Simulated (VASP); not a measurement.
# Si5C: single point with PBE

Crystal: Si5C.

```
CELL_PARAMETERS angstrom
3.36033 0.00000 0.00000
0.00000 3.49852 0.00000
0.00000 0.00000 7.36915
ATOMIC_POSITIONS crystal
Si 0.50000 0.50000 0.33750
Si 0.00000 0.00000 0.25190
Si 0.50000 0.50000 0.66250
Si 0.00000 0.00000 0.74810
Si 0.50000 0.50000 0.00000
C 0.00000 0.00000 0.00000
```

The cell was generated, and may not be a known phase.

```yaml
Program: VASP 6.6.1
Task: single point
Functional: PBE
Potentials_or_basis: VASP PAW PBE potentials, release 64 (Si, C)
Cutoff: 520 eV
k_mesh: 12 × 10 × 6
Occupations: gaussian, width 0.1 eV
Spin: no spin polarisation
```

```yaml
Pressure: -0.1 GPa
Largest_force: 0.007 eV/Å
Band_gap_on_the_k_mesh: zero (bands 12 and 13 overlap by 4.21 eV)
```

Forces in eV/Å, atoms in the order of the input:
```
Si   0.000  0.000  0.004
Si   0.000  0.000 -0.007
Si   0.000  0.000 -0.004
Si   0.000  0.000  0.007
Si   0.000  0.000  0.000
C    0.000  0.000  0.000
```

Levels at points of the mesh, in eV from the Fermi level:
```csv
k point,band 9,band 10,band 11,band 12,band 13,band 14,band 15,band 16
"(0.00, 0.00, 0.00)",-1.52,-1.38,-0.79,-0.54,-0.06,1.13,1.77,3.22
"(0.50, 0.00, 0.00)",-1.58,-0.36,-0.11,0.35,0.38,1.46,1.61,1.62
"(0.00, 0.50, 0.00)",-1.71,-0.57,0.46,0.59,0.91,1.93,2.04,2.21
"(0.50, 0.50, 0.00)",-5.06,-5.04,-4.09,-3.99,-1.89,0.91,1.51,3.84
"(0.00, 0.00, 0.50)",-2.14,-1.30,-1.05,0.30,1.03,2.09,2.41,2.60
"(0.50, 0.00, 0.50)",-2.34,0.27,0.39,0.51,0.81,1.03,1.88,2.29
"(0.00, 0.50, 0.50)",-1.95,0.71,0.96,1.08,1.49,1.63,2.26,2.35
"(0.50, 0.50, 0.50)",-4.01,-3.38,-3.23,-2.86,-2.82,-2.70,1.19,1.28
```

Run time: 4.6 min on 1 thread of AMD EPYC 9755 128-Core Processor, on a shared host, peak memory 0.33 GiB.
